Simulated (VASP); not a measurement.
# Co (P6_3/mmc) in VASP: settings compared

The runs below take Co through single point, with BLYP+D4, PBE exchange alone.

Program: VASP 6.6.1. These are calculated values, not measurements. Logs are shortened: lines on timing, memory, paths and dates and some standing lists are left out, and cuts for length are marked.

### 1 The cell of the first run

It takes space group P6_3/mmc (No. 194, hexagonal). Conventional cell: a = 2.439 Å, b = 2.439 Å, c = 3.967 Å, α = 90.00°, β = 90.00°, γ = 120.00°. Co (site symmetry -6m2) has 12 Co at 2.43 to 2.44 Å within 3.2 Å.

### 2 Single point, BLYP+D4, collinear spin, ferromagnetic start

INCAR reads:

```
  PREC = Accurate
  ENCUT = 520
  EDIFF = 1E-6
  ISMEAR = -1
  SIGMA = 0.05
  LREAL = False
  LASPH = True
  NELM = 150
  ALGO = Normal
  ISIF = 2
  LWAVE = False
  LCHARG = True
  ISPIN = 2
  MAGMOM = 2 2
  LORBIT = 11
  LMAXMIX = 4
  GGA = B5
  ALDAX = 1.0
  AGGAX = 1.0
  AGGAC = 1.0
  ALDAC = 0.0
  IVDW = 13
  VDW_S6 = 1.0
  VDW_S8 = 2.34076671
  VDW_A1 = 0.44488865
  VDW_A2 = 4.0933009
  LELF = True
  LVHAR = True
  NBANDS = 20
```

KPOINTS reads:

```
regular mesh
0
Gamma
  12 12 7
```

POSCAR reads:

```
Co
1.0
    2.4385904036      0.0000000000      0.0000000000
   -1.2192952018      2.1118812389      0.0000000000
    0.0000000000      0.0000000000      3.9667976331
Co
2
Direct
    0.6666666667      0.3333333333      0.7500000000
    0.3333333333      0.6666666667      0.2500000000
```

Potentials or basis: VASP PAW PBE potentials, release 64 (Co).

Started as:

```console
$ cat potpaw_PBE.64/Co/POTCAR > POTCAR
$ mpirun -np 1 vasp_std > vasp.out
```

OUTCAR:

```text
PREC = Accurate
   ENCUT = 520
   EDIFF = 1E-6
   ISMEAR = -1
   LREAL = False
   LASPH = True
   NELM = 150
   ISIF = 2
   ISPIN = 2
   LORBIT = 11
   GGA = B5
   IVDW = 13

 ion  position               nearest neighbor table
   1  0.667  0.333  0.750-   2 2.43   2 2.43   2 2.43   2 2.43   2 2.43   2 2.43
   2  0.333  0.667  0.250-   1 2.43   1 2.43   1 2.43   1 2.43   1 2.43   1 2.43

  LATTYP: Found a hexagonal cell.
 ALAT       =     2.4385904036
 C/A-ratio  =     1.6266764715

  Lattice vectors:

 A1 = (   2.4385904036,   0.0000000000,   0.0000000000)
 A2 = (  -1.2192952018,   2.1118812389,   0.0000000000)
 A3 = (   0.0000000000,   0.0000000000,   3.9667976331)

Analysis of symmetry for initial positions (statically):
=====================================================================
 Subroutine PRICEL returns:
 Original cell was already a primitive cell.

 Routine SETGRP: Setting up the symmetry group for a
 hexagonal supercell.

 Subroutine GETGRP returns: Found 24 space group operations
 (whereof 12 operations were pure point group operations)
 out of a pool of 24 trial point group operations.

The static configuration has the point symmetry D_3d.
 The point group associated with its full space group is D_6h.

Analysis of symmetry for dynamics (positions and initial velocities):
=====================================================================
 Subroutine PRICEL returns:
 Original cell was already a primitive cell.

 Routine SETGRP: Setting up the symmetry group for a
 hexagonal supercell.

 Subroutine GETGRP returns: Found 24 space group operations
 (whereof 12 operations were pure point group operations)
 out of a pool of 24 trial point group operations.

The dynamic configuration has the point symmetry D_3d.
 The point group associated with its full space group is D_6h.

Analysis of structural, dynamic, and magnetic symmetry:
=====================================================================
 Subroutine PRICEL returns:
 Original cell was already a primitive cell.

 Routine SETGRP: Setting up the symmetry group for a
 hexagonal supercell.

 Subroutine GETGRP returns: Found 24 space group operations
 (whereof 12 operations were pure point group operations)
 out of a pool of 24 trial point group operations.

The overall configuration has the point symmetry D_3d.
 The point group associated with its full space group is D_6h.

 Subroutine INISYM returns: Found 24 space group operations
 (whereof 12 operations are pure point group operations),
 and found     1 'primitive' translations

[... 115 lines left out ...]
  volume/ion in A,a.u.               =      10.21        68.93
  Fermi-wavevector in a.u.,A,eV,Ry     =   1.569457  2.965844 33.513824  2.463197
  Thomas-Fermi vector in A             =   2.671337
   LORBIT       =     11    0 simple, 1 ext, 2 COOP (PROOUT), +10 PAW based schemes
   GGA     = B5    functional components
   LHFCALC =     F    Hartree Fock is set to
   AEXX    =    0.0000 exact exchange contribution
   IVDW    =    13    specifies the selected vdW correction
   LEPSILON=     F    determine dielectric tensor
   LRPA    =     F    only Hartree local field effects (RPA)
 spin polarized calculation
  energy-cutoff  :      520.00
  volume of cell :       20.43
 maximum number of plane-waves:       569
   NGX =  9   NGY =  9   NGZ = 15

 number of electron      17.9999973 magnetization       3.0079615

 Free energy of the ion-electron system (eV)
  ---------------------------------------------------
  ext. energy  EPLUGINS =         0.00000000
  ---------------------------------------------------
  free energy    TOTEN  =       -11.97222241 eV

  energy without entropy =      -11.95754476  energy(sigma->0) =      -11.96488359

 E-fermi :  11.6129     XC(G=0): -13.1516

 val. band max:       11.6110144631   @ k =   0.1667   0.1667   0.2857
 cond. band min:      11.6198969465   @ k =   0.3333   0.0000   0.4286
 fundamental gap:      0.0088824834
 Fermi energy:        11.6128562272

 spin component 1

 k-point     1 :       0.0000    0.0000    0.0000
  band No.  band energies     occupation
      1       2.5200      1.00000
      2       6.2667      1.00000
      3       8.9416      1.00000
      4       9.0030      1.00000
      5       9.0030      1.00000
      6       9.3402      1.00000
[... 541 lines left out ...]
     19      35.8581      0.00000
     20      37.5454      0.00000

 [... further k-points ...]

 spin component 2

 k-point     1 :       0.0000    0.0000    0.0000
  band No.  band energies     occupation
      1       2.5618      1.00000
      2       7.1406      1.00000
      3      10.4262      1.00000
      4      10.4841      1.00000
      5      10.4841      1.00000
      6      10.8700      1.00000
[... 541 lines left out ...]
     19      36.2245      0.00000
     20      37.8908      0.00000

 [... further k-points ...]

------------------------ aborting loop because EDIFF is reached ----------------------------------------

  DFT-D4 for vdW energy calculation

  Edisp (eV):   -1.75890

  FORCE on cell =-STRESS in cart. coord.  units (eV):
  Direction    XX          YY          ZZ          XY          YZ          ZX
  --------------------------------------------------------------------------------------
  -------------------------------------------------------------------------------------
  Total       1.48019     1.48019     1.11842     0.00000     0.00000     0.00000
  in kB     116.08618   116.08618    87.71397     0.00000     0.00000     0.00000
  external pressure =      106.63 kB  Pullay stress =        0.00 kB

 VOLUME and BASIS-vectors are now :
 -----------------------------------------------------------------------------
  energy-cutoff  :      520.00
  volume of cell :       20.43
      direct lattice vectors                 reciprocal lattice vectors
     2.438590404  0.000000000  0.000000000     0.410072966  0.236755737  0.000000000
    -1.219295202  2.111881239  0.000000000     0.000000000  0.473511475  0.000000000
     0.000000000  0.000000000  3.966797633     0.000000000  0.000000000  0.252092517

 POSITION                                       TOTAL-FORCE (eV/Angst)
 -----------------------------------------------------------------------------------
      1.21930      0.70396      2.97510         0.000000     -0.000000      0.000000
     -0.00000      1.40792      0.99170        -0.000000      0.000000      0.000000
 -----------------------------------------------------------------------------------
    total drift:                               -0.000000      0.000000     -0.000000

  FREE ENERGIE OF THE ION-ELECTRON SYSTEM (eV)
  ---------------------------------------------------
  free  energy   TOTEN  =       -13.7311204770 eV

  energy  without entropy=      -13.7164428288  energy(sigma->0) =      -13.72378165

 total charge

# of ion       s       p       d       tot
------------------------------------------
    1        0.509   0.554   7.360   8.423
    2        0.509   0.554   7.360   8.423
--------------------------------------------------
tot          1.017   1.107  14.721  16.845

 magnetization (x)

# of ion       s       p       d       tot
------------------------------------------
    1       -0.016  -0.049   1.574   1.509
    2       -0.016  -0.049   1.574   1.509
--------------------------------------------------
tot         -0.031  -0.099   3.148   3.018
```

stdout:

```text
POSCAR found type information on POSCAR Co
 POSCAR found :  1 types and       2 ions
 scaLAPACK will be used
 -----------------------------------------------------------------------------
|                                                                             |
|                                                                             |
|     You enforced a specific xc type in the INCAR file but a different       |
|     I HOPE YOU KNOW WHAT YOU ARE DOING!                                     |
|                                                                             |
 -----------------------------------------------------------------------------

 LDA part: xc-table for (Slater(with rela. corr.)+VWN5), standard interpolation
 POSCAR, INCAR and KPOINTS ok, starting setup
 FFT: planning ... GRIDC
 FFT: planning ... GRID_SOFT
 FFT: planning ... GRID
 WAVECAR not read
 entering main loop
```

It took 89 s on 1 thread of Intel Xeon 8259CL, shared host; peak memory 0.17 GiB.

Results:

```yaml
Free_energy: -13.7311 eV
Pressure: 10.7 GPa
Net_moment: 3.01 μB per cell
Site_moments: Co +1.51 μB
Valence_electrons_inside_the_program's_atomic_spheres: Co 8.42
Dispersion_energy_per_atom: -0.879 eV
```

Caveat: the cell stands under pressure; the PAW data sets were made with another functional, which shifts forces and pressure a little.

(Continued in part 2 of 2.)
